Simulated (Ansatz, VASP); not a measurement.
## Ir: VASP beside Ansatz

The input INCAR:

```
SYSTEM = Ir
PREC = Accurate
ENCUT = 520
EDIFF = 1E-7
ISMEAR = 1
SIGMA = 0.3
LREAL = .FALSE.
LASPH = .TRUE.
NELM = 80
ALGO = Normal
ISIF = 2
LWAVE = .FALSE.
LCHARG = .FALSE.
GGA = PS
NBANDS = 16
```

Contents of KPOINTS:

```
Automatic mesh
0
G
  14 14 8
  0 0 0
```

Contents of POSCAR:

```
Ir
1.0
    2.7513800000      0.0000000000      0.0000000000
   -1.3756900000      2.3827600000      0.0000000000
    0.0000000000      0.0000000000      4.4622900000
Ir
2
Direct
    0.6666666667      0.3333333333      0.7500000000
    0.3333333333      0.6666666667      0.2500000000
```

Input for Ansatz:

```yaml
crystal:
  lattice:
    - [2.75138, 0.0, 0.0]
    - [-1.37569, 2.38276, 0.0]
    - [0.0, 0.0, 4.46229]
  atoms:
    - { symbol: Ir, position: [0.6666666666666666, 0.3333333333333333, 0.75] }
    - { symbol: Ir, position: [0.3333333333333333, 0.6666666666666666, 0.25] }
basis:
  ecutwfc: 510.0
kpoints:
  mp_grid:
    grid: [14, 14, 8]
hamiltonian:
  xc: pbesol
  pseudopotentials:
    kind: paw
scf:
  occupations:
    method: cold
    width: 0.3
output:
  stress: true
```

Alike in both runs: task single point; functional PBEsol; k mesh 14 × 14 × 8; no spin polarisation.

|  | VASP | Ansatz |
| --- | --- | --- |
| version | VASP 6.6.1 | Ansatz 0.2.0 |
| potentials or method | VASP PAW PBE potentials, release 64 (Ir), cutoff 520 eV | plane waves, PAW |
| occupations | methfessel-paxton of order 1, width 0.3 eV | cold, width 0.3 eV |
| valence electrons in the cell | 18 | 34 |

|  | VASP | Ansatz | Ansatz less VASP |
| --- | --- | --- | --- |
| pressure (GPa) | -11.8 | -12.5 | -0.68 |
| traceless stress, the component that is largest in VASP (GPa) | -0.35 | -0.66 | -0.313 |

VASP's potentials were made for PBE, not for PBEsol. VASP's potentials hold 18 valence electrons a cell and Ansatz's 34, so a difference there can come from the potentials and not from the codes.

Neither program's run includes spin-orbit coupling.
